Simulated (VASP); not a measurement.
A run of VASP 6.6.1:

The input INCAR:

```
SYSTEM = SnSe2
PREC = Accurate
ENCUT = 520
EDIFF = 1E-7
ISMEAR = -1
SIGMA = 0.05
LREAL = .FALSE.
LASPH = .TRUE.
NELM = 60
ALGO = Normal
ISIF = 2
LWAVE = .FALSE.
LCHARG = .TRUE.
GGA = PE
LELF = .TRUE.
LVHAR = .TRUE.
NBANDS = 20
```

Contents of KPOINTS:

```
Automatic mesh
0
G
  7 7 4
  0 0 0
```

POSCAR

```
SnSe2
1.0
    3.8110000000      0.0000000000      0.0000000000
   -1.9055000000      3.3004228138      0.0000000000
    0.0000000000      0.0000000000      6.0746400000
Sn Se
1 2
Direct
    0.0000000000      0.0000000000      0.0000000000
    0.6666666667      0.3333333333      0.7510000000
    0.3333333333      0.6666666667      0.2490000000
```

Potentials or basis: VASP PAW PBE potentials, release 64 (Sn_d, Se).

The run is started by

```sh
$ cat potpaw_PBE.64/Sn_d/POTCAR potpaw_PBE.64/Se/POTCAR > POTCAR
$ mpirun -np 1 vasp_std > vasp.out
```

Hardware: 1 thread of AMD EPYC 7R13, on a shared host.

**Question.** How long does it take, and how much memory?

**Answer.** Run time: 74 s on 1 thread of AMD EPYC 7R13, with other jobs on the host, peak memory 0.17 GiB. Counts: scf iterations 14, k points 28.
